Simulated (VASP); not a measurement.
Wanted: the native input for a VASP 6.6.1 run.

```
Task                   : single point
Functional             : r2SCAN
Potentials or basis    : VASP PAW PBE potentials, release 64 (N)
Cutoff                 : 520 eV
k mesh                 : 6 × 6 × 4
Occupations            : gaussian, width 0.05 eV
Spin                   : collinear spin, ferromagnetic start
Starting moments       : [3.2, 3.2] μB
Dipole correction      : no
Further INCAR settings : ALGO = Normal; EDIFF = 1e-06; NBANDS = 16
```

The system is N.

```
N
1.0
     3.62900    0.00000    0.00000
    -1.81450    3.14281    0.00000
     0.00000    0.00000    5.89000
N
2
Cartesian
  -0.0707 2.0245 1.2725
  1.8145 1.0476 4.4175
```

This cell differs from its parent crystal: atom 1 (N) moved by (-0.100, -0.200) A along [1 1 0] and z.

These files were run (other wordings do the same):

POSCAR

```
N
1.0
    3.6290016496      0.0000000000      0.0000000000
   -1.8145008248      3.1428076190      0.0000000000
    0.0000000000      0.0000000000      5.8900000000
N
2
Direct
    0.3025988455      0.6441674600      0.2160441426
    0.6666666667      0.3333333333      0.7500000000
```

INCAR.step1

```
ALGO = Normal ; EDIFF = 1E-4
ENCUT = 520 ; GGA = PE
ISMEAR = 0 ; ISPIN = 2
LASPH = T ; LCHARG = F
LREAL = F ; LWAVE = T
MAGMOM = 3.2 3.2 ; NBANDS = 16
NELM = 150 ; PREC = Accurate
SIGMA = 0.05
```

INCAR.step2

```
ALGO = Normal ; EDIFF = 1E-6
ENCUT = 520 ; ISIF = 2
ISMEAR = 0 ; ISPIN = 2
ISTART = 1 ; LASPH = T
LCHARG = F ; LMIXTAU = T
LORBIT = 11 ; LREAL = F
LWAVE = F ; MAGMOM = 3.2 3.2
METAGGA = R2SCAN ; NBANDS = 16
NELM = 150 ; PREC = Accurate
SIGMA = 0.05
```

KPOINTS

```
k-points
0
Gamma
  6 6 4
```

Potentials or basis: VASP PAW PBE potentials, release 64 (N).

Command:

```sh
$ cat potpaw_PBE.64/N/POTCAR > POTCAR
$ cp INCAR.step1 INCAR
$ mpirun -np 1 vasp_std > vasp.out
$ cp INCAR.step2 INCAR
$ mpirun -np 1 vasp_std > vasp.out
```

It gave:

The pressure is 0.2 GPa. The largest force is 0.049 eV/Å and the band gap on the k mesh is 3.92 eV. The net moment is 6.00 μB per cell and the site moments are N +1.99 μB. The valence electrons inside the program's atomic spheres are N 3.30.

Caveat: the cell differs from its parent crystal (atom 1 (N) moved by (-0.100, -0.200) A along [1 1 0] and z); the PAW data sets were made with another functional, which shifts forces and pressure a little.

Wall time 14 min on 1 thread of Oxide Virtual Turin-like Processor, with other jobs on the host, peak memory 0.25 GiB.
